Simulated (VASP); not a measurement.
RbCl:

```
CELL_PARAMETERS angstrom
0.00000 3.27400 3.27400
3.27400 0.00000 3.27400
3.27400 3.27400 0.00000
ATOMIC_POSITIONS crystal
Rb 0.00000 0.00000 0.00000
Cl 0.50000 0.50000 0.50000
```

| Property | Result |
| --- | --- |
| Program | VASP 6.6.1 |
| Task | relaxation of cell and atoms |
| Functional | PBE |
| Potentials or basis | VASP PAW PBE potentials, release 64 (Rb_sv, Cl) |
| Cutoff | 500 eV |
| k mesh | 6 × 6 × 6 |
| Occupations | gaussian, width 0.02 eV |
| Spin | no spin polarisation |

At the start: pressure 1.2 GPa; volume 35.09 Å³/atom.

Task: Where does the relaxation end?

Result: Over 4 steps the energy falls by 8.2 meV/atom and the volume is 37.55 Å³/atom (+7.0 %); space group Fm-3m (No. 225, to 0.05 Å).

Step by step:
```csv
step,energy change (eV),largest force (eV/Å),pressure (GPa),volume (Å³)
1,0.0000,0.0000,1.15,70.19
2,-0.0131,0.0000,0.48,72.78
3,-0.0164,0.0000,-0.05,75.32
4,-0.0164,0.0000,0.00,75.09
```

Final structure:
```
Rb Cl
1.0
     0.00000    3.34852    3.34852
     3.34852    0.00000    3.34852
     3.34852    3.34852    0.00000
Rb Cl
1 1
Direct
  0.00000 0.00000 0.00000
  0.50000 0.50000 0.50000
```
